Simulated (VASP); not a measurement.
# LiNb16 (a cell with a defect) in VASP: a series of runs

Runs on LiNb16 (a cell with a defect). Level: PBE. Tasks: single point.

Everything below comes from runs of VASP 6.6.1. Logs are shortened: lines on timing, memory, paths and dates and some standing lists are left out, and cuts for length are marked.

## Step 1: The cell of the first run

The cell holds a defect, 17 atoms: a = 6.600 Å, b = 6.600 Å, c = 6.600 Å, α = 90.00°, β = 90.00°, γ = 90.00°.

## Step 2: Single point, PBE

INCAR

```
SYSTEM = LiNb16
PREC = Accurate
ENCUT = 520
EDIFF = 1E-7
ISMEAR = -1
SIGMA = 0.15
LREAL = Auto
LASPH = .True.
NELM = 60
ALGO = Normal
ISIF = 2
LWAVE = .False.
LCHARG = .False.
GGA = PE
NBANDS = 120
```

KPOINTS

```
Automatic mesh
0
Gamma
  3 3 3
  0 0 0
```

POSCAR

```
LiNb16
1.0
    6.6000000000      0.0000000000      0.0000000000
    0.0000000000      6.6000000000      0.0000000000
    0.0000000000      0.0000000000      6.6000000000
Nb Li
16 1
Direct
    0.0319090909     -0.0048636364      0.0069393939
    0.4966212121     -0.0181969697     -0.0239848485
   -0.0078939394      0.5065454545     -0.0186666667
   -0.0093787879     -0.0023333333      0.4953484848
    0.2932727273      0.2518787879      0.2410151515
    0.5710454545      0.4394393939      0.0015606061
    0.5146212121      0.0056212121      0.4933636364
    0.7791515152      0.2088636364      0.2423787879
   -0.0100151515      0.4912424242      0.4793787879
    0.2313181818      0.7761515152      0.2755303030
    0.2537575758      0.2679090909      0.7333636364
    0.5015303030      0.5043181818      0.5002424242
    0.7226363636      0.7483030303      0.2539393939
    0.8007575758      0.2401969697      0.7528787879
    0.2458939394      0.7401363636      0.7123030303
    0.7418181818      0.7327727273      0.7502575758
    0.3327878788      0.6202575758      0.0046969697
```

Potentials or basis: VASP PAW PBE potentials, release 64 (Nb_sv, Li_sv).

On the command line:

```console
$ cat potpaw_PBE.64/Nb_sv/POTCAR potpaw_PBE.64/Li_sv/POTCAR > POTCAR
$ mpirun -np 1 vasp_std > vasp.out
```

OUTCAR:

```text
SYSTEM = LiNb16
   PREC = Accurate
   ENCUT = 520
   EDIFF = 1E-7
   ISMEAR = -1
   LREAL = Auto
   LASPH = .True.
   NELM = 60
   ISIF = 2
   GGA = PE

 ion  position               nearest neighbor table
   1  0.032  0.995  0.007-  10 2.64   8 2.68  14 2.78   5 2.87  15 2.93  11 2.94
   2  0.497  0.982  0.976-  17 2.63  16 2.75  13 2.82   5 2.84  15 2.88  11 2.95   8 2.97  10 2.97
                            14 3.02
   3  0.992  0.507  0.981-  17 2.38  14 2.64  16 2.70   6 2.82  11 2.85  15 2.89   8 2.97  13 2.99

   4  0.991  0.998  0.495-   8 2.58  10 2.60  14 2.65  15 2.79  13 2.89  16 2.93  11 2.94
   5  0.293  0.252  0.241-   6 2.72   7 2.75  12 2.76   2 2.84   1 2.87   9 3.00
   6  0.571  0.439  0.002-  17 1.97  14 2.59   8 2.59   5 2.72  16 2.79  13 2.82   3 2.82  11 2.97
[... 14 lines left out ...]
  15  0.246  0.740  0.712-  17 2.16  12 2.69   4 2.79   9 2.81   7 2.88   2 2.88   3 2.89  10 2.89
                             1 2.93
  16  0.742  0.733  0.750-   3 2.70  12 2.74   2 2.75   6 2.79   7 2.89   9 2.90   4 2.93
  17  0.333  0.620  0.005-   6 1.97  15 2.16  10 2.17   3 2.38   2 2.63

  LATTYP: Found a simple cubic cell.
 ALAT       =     6.6000000000

  Lattice vectors:

 A1 = (   6.6000000000,   0.0000000000,   0.0000000000)
 A2 = (   0.0000000000,   6.6000000000,   0.0000000000)
 A3 = (   0.0000000000,   0.0000000000,   6.6000000000)

Analysis of symmetry for initial positions (statically):
=====================================================================
 Subroutine PRICEL returns:
 Original cell was already a primitive cell.

 Routine SETGRP: Setting up the symmetry group for a
 simple cubic supercell.

 Subroutine GETGRP returns: Found  1 space group operations
 (whereof  1 operations were pure point group operations)
 out of a pool of 48 trial point group operations.

The static configuration has the point symmetry C_1 .

Analysis of symmetry for dynamics (positions and initial velocities):
=====================================================================
 Subroutine PRICEL returns:
 Original cell was already a primitive cell.

 Routine SETGRP: Setting up the symmetry group for a
 simple cubic supercell.

 Subroutine GETGRP returns: Found  1 space group operations
 (whereof  1 operations were pure point group operations)
 out of a pool of 48 trial point group operations.

The dynamic configuration has the point symmetry C_1 .

 Subroutine INISYM returns: Found  1 space group operations
 (whereof  1 operations are pure point group operations),
[... 120 lines left out ...]
   NFREE  =      0    steps in history (QN), initial steepest desc. (CG)
   ISIF   =      2    stress and relaxation
   ISYM   =      2    0-nonsym 1-usesym 2-fastsym
   POTIM  = 0.5000    time-step for ionic-motion
   TEBEG  =    0.0;   TEEND  =   0.0 temperature during run
   PSTRESS=    0.0 pullay stress
   NELECT =     211.0000    total number of electrons
   NUPDOWN=      -1.0000    fix difference up-down
   EMIN   =  10.00;   EMAX   =-10.00  energy-range for DOS
   EFERMI =   0.00;   METHOD = LEGACY
   ISMEAR =    -1;   SIGMA  =   0.15  broadening in eV -4-tet -1-fermi 0-gaus
   EFERMI_NEDOS =   21; number of points for ismear=-14 and -15
   IALGO  =     38    algorithm
   IMIX   =      4    mixing-type and parameters
     AMIX     =   0.40;   BMIX     =  1.00
     AMIX_MAG =   1.60;   BMIX_MAG =  1.00
  volume/ion in A,a.u.               =      16.91       114.12
  Fermi-wavevector in a.u.,A,eV,Ry     =   1.476698  2.790555 29.669371  2.180637
  Thomas-Fermi vector in A             =   2.591193
   LORBIT       =      0    0 simple, 1 ext, 2 COOP (PROOUT), +10 PAW based schemes
   GGA     = PE    functional components
   LHFCALC =     F    Hartree Fock is set to
   AEXX    =    0.0000 exact exchange contribution
   IVDW    =     0    specifies the selected vdW correction
   LEPSILON=     F    determine dielectric tensor
   LRPA    =     F    only Hartree local field effects (RPA)
 non-spin polarized calculation
  energy-cutoff  :      520.00
  volume of cell :      287.50
 maximum number of plane-waves:      7809
 NGX is ok and might be reduce to    50
   NGX = 25   NGY = 25   NGZ = 25

 number of electron     211.0000004 magnetization

 Free energy of the ion-electron system (eV)
  ---------------------------------------------------
  ext. energy  EPLUGINS =         0.00000000
  ---------------------------------------------------
  free energy    TOTEN  =      -160.23758021 eV

  energy without entropy =     -158.90405703  energy(sigma->0) =     -159.57081862

 E-fermi :  11.5643     XC(G=0): -12.5586

 val. band max:       11.5566523050   @ k =   0.0000  -0.3333   0.3333
 cond. band min:      11.5686052507   @ k =   0.3333  -0.3333   0.3333
 fundamental gap:      0.0119529457
 Fermi energy:        11.5643088364

 k-point     1 :       0.0000    0.0000    0.0000
  band No.  band energies     occupation
      1     -42.9827      2.00000
      2     -42.8048      2.00000
      3     -42.7847      2.00000
      4     -42.7670      2.00000
      5     -42.7523      2.00000
      6     -42.7343      2.00000
[... 1669 lines left out ...]
    116      13.3596      0.00001
    117      13.5896      0.00000
 [bands above 117 left out]

------------------------ aborting loop because EDIFF is reached ----------------------------------------

  FORCE on cell =-STRESS in cart. coord.  units (eV):
  Direction    XX          YY          ZZ          XY          YZ          ZX
  --------------------------------------------------------------------------------------
  -------------------------------------------------------------------------------------
  Total       22.6340619     19.2359066     20.3713353     -3.0201241     -0.5308519     -1.5793856
  in kB      126.1366447    107.1991731    113.5267676    -16.8307539     -2.9583675     -8.8017076
  external PRESSURE =     115.6208618 kB  Pullay stress =       0.0000000 kB

 VOLUME and BASIS-vectors are now :
 -----------------------------------------------------------------------------
  energy-cutoff  :      520.00
  volume of cell :      287.50
      direct lattice vectors                 reciprocal lattice vectors
     6.600000000  0.000000000  0.000000000     0.151515152  0.000000000  0.000000000
     0.000000000  6.600000000  0.000000000     0.000000000  0.151515152  0.000000000
     0.000000000  0.000000000  6.600000000     0.000000000  0.000000000  0.151515152

 POSITION                                       TOTAL-FORCE (eV/Angst)
 -----------------------------------------------------------------------------------
      0.21060      6.56790      0.04580        -0.454329     -0.657834     -1.006337
      3.27770      6.47990      6.44170         0.762340      0.789941      0.700073
      6.54790      3.34320      6.47680         0.547524     -0.511183      1.009529
      6.53810      6.58460      3.26930         0.921761      0.121324      0.287730
      1.93560      1.66240      1.59070        -1.588403      0.118728     -0.139751
      3.76890      2.90030      0.01030         0.541176     -0.488556     -0.334785
[... 9 lines left out ...]
      4.89600      4.83630      4.95170         0.366802      0.618826     -0.412488
      2.19640      4.09370      0.03100        -0.401175      0.340941      0.341417
 -----------------------------------------------------------------------------------
    total drift:                                0.003516      0.000757     -0.006536

  FREE ENERGIE OF THE ION-ELECTRON SYSTEM (eV)
  ---------------------------------------------------
  free  energy   TOTEN  =      -160.2375802095 eV

  energy  without entropy=     -158.9040570251  energy(sigma->0) =     -159.57081862
```

OSZICAR:

```text
N       E                     dE             d eps       ncg     rms          rms(c)
DAV:   1     0.320386570272E+04    0.32039E+04   -0.11468E+05  3360   0.188E+03
DAV:   2     0.150324168926E+03   -0.30535E+04   -0.30018E+04  3680   0.828E+02
DAV:   3    -0.131106210635E+03   -0.28143E+03   -0.27086E+03  5488   0.173E+02
DAV:   4    -0.164247088857E+03   -0.33141E+02   -0.31753E+02  5784   0.530E+01
[... 11 lines left out ...]
DAV:  16    -0.160237580547E+03    0.32755E-05   -0.59233E-05  5392   0.386E-02    0.167E-02
DAV:  17    -0.160237580043E+03    0.50418E-06   -0.18708E-05  5456   0.231E-02    0.750E-03
DAV:  18    -0.160237579944E+03    0.98567E-07   -0.53279E-06  5376   0.108E-02    0.454E-03
DAV:  19    -0.160237580153E+03   -0.20948E-06   -0.20112E-06  4520   0.595E-03    0.147E-03
DAV:  20    -0.160237580209E+03   -0.56029E-07   -0.70389E-07  2368   0.311E-03
   1 F= -.16023758E+03 E0= -.15957082E+03  d E =-.133352E+01
```

stdout:

```text
POSCAR found type information on POSCAR NbLi
 POSCAR found :  2 types and      17 ions
 scaLAPACK will be used
 LDA part: xc-table for (Slater+PW92), standard interpolation
 POSCAR, INCAR and KPOINTS ok, starting setup
 FFT: planning ... GRIDC
 FFT: planning ... GRID_SOFT
 FFT: planning ... GRID
 WAVECAR not read
 entering main loop
```

Wall time 65 min (1 thread of Intel Xeon 8259CL, shared host); peak memory 0.52 GiB.

What came out:

- Free energy: -160.2376 eV
- Largest force: 2.197 eV/Å
- Band gap on the k mesh: zero (an odd number of electrons rules out a gap without spin polarisation)

Forces on the atoms (eV/Å):
```
Nb  -0.454 -0.658 -1.006
Nb   0.762  0.790  0.700
Nb   0.548 -0.511  1.010
Nb   0.922  0.121  0.288
Nb  -1.588  0.119 -0.140
Nb   0.541 -0.489 -0.335
Nb  -0.568 -0.279  0.769
Nb  -0.493  1.167  0.231
Nb   0.716  0.598  0.518
Nb   0.058 -0.203  0.530
Nb   0.916 -0.781  0.409
Nb   0.192 -0.809 -0.435
Nb   1.018 -0.460 -0.772
Nb  -1.733 -0.975 -0.933
Nb  -0.802  1.410 -0.763
Nb   0.367  0.619 -0.412
Li  -0.401  0.341  0.341
```

Caveat: the cutoff is under 1.25 times the usual one of these potentials, so pressure, stress and relaxed cells hold a basis-set (Pulay) error.

## Step 3: Single point, PBE

INCAR

```
PREC     = Accurate       # precision mode
ENCUT    = 520            # plane-wave cutoff, eV
EDIFF    = 1E-7           # SCF threshold, eV
ISMEAR   = -1             # smearing method
SIGMA    = 0.15           # smearing width, eV
LREAL    = Auto         
LASPH    = True           # aspherical terms in the spheres
NELM     = 100            # most SCF steps
ALGO     = Normal         # electronic algorithm
ISIF     = 2              # what is computed and relaxed
LWAVE    = False          # write WAVECAR
LCHARG   = False          # write CHGCAR
GGA      = PE             # functional
NBANDS   = 120            # bands
```

KPOINTS

```
regular mesh
0
Gamma
  3 3 3
```

POSCAR

```
LiNb16
1.0
    6.6000000000      0.0000000000      0.0000000000
    0.0000000000      6.6000000000      0.0000000000
    0.0000000000      0.0000000000      6.6000000000
Nb Li
16 1
Direct
    0.0260606061     -0.0330303030     -0.0123030303
    0.5039393939     -0.0118939394     -0.0066666667
   -0.0288787879      0.4838787879     -0.0146060606
   -0.0184848485      0.0008787879      0.4860000000
    0.2713181818      0.2590151515      0.2223939394
    0.5819090909      0.4626666667      0.0198636364
    0.5140303030      0.0070151515      0.4971515152
    0.7624090909      0.2230151515      0.2387878788
    0.0015151515      0.5125151515      0.4915303030
    0.2346969697      0.7853787879      0.2789090909
    0.2501212121      0.2571666667      0.7511060606
    0.4858636364      0.4792575758      0.5170757576
    0.7284242424      0.7430454545      0.2668484848
    0.7652121212      0.2240454545      0.7504090909
    0.2534848485      0.7582575758      0.6970000000
    0.7306666667      0.7395000000      0.7426363636
    0.3087424242      0.6026666667     -0.0006818182
```

Potentials or basis: VASP PAW PBE potentials, release 64 (Nb_sv, Li_sv).

On the command line:

```console
$ cat potpaw_PBE.64/Nb_sv/POTCAR potpaw_PBE.64/Li_sv/POTCAR > POTCAR
$ mpirun -np 1 vasp_std > vasp.out
```

It took 20 min on 1 thread of AMD EPYC 7R43 (Zen 3), shared host; peak memory 0.47 GiB.

It converged, with:

| Item | Value |
| --- | --- |
| Free energy | -160.4558 eV |
| Largest force | 1.576 eV/Å |
| Band gap on the k mesh | zero (an odd number of electrons rules out a gap without spin polarisation) |

Forces in eV/Å, atoms in the order of the input:
```
Nb  -1.035  0.919 -0.294
Nb  -0.051 -0.066  0.066
Nb   1.410  0.498  0.187
Nb   0.745  0.519  0.470
Nb  -0.969 -0.402  1.013
Nb  -1.104 -0.530 -0.663
Nb  -1.117  0.305  0.052
Nb   0.509 -0.125  1.389
Nb  -0.593 -1.240 -0.026
Nb   0.381 -0.602 -0.316
Nb   0.157 -0.553 -0.173
Nb   0.963  0.745 -1.002
Nb   0.985 -0.074 -0.702
Nb   0.060 -0.154 -0.924
Nb  -0.587  0.354  1.042
Nb   1.097 -0.112  0.170
Li  -0.851  0.519 -0.289
```

Levels at points of the mesh, in eV from the Fermi level:
```tsv
k point	band 101	band 102	band 103	band 104	band 105	band 106	band 107	band 108	band 109	band 110
(0.00, 0.00, 0.00)	-0.01	0.19	0.27	0.32	0.40	0.51	0.56	0.69	0.72	0.84
```

Caveat: the cutoff is under 1.25 times the usual one of these potentials, so pressure, stress and relaxed cells hold a basis-set (Pulay) error.

The gap in the log of VASP goes by the Fermi energy; the results here count the filled bands.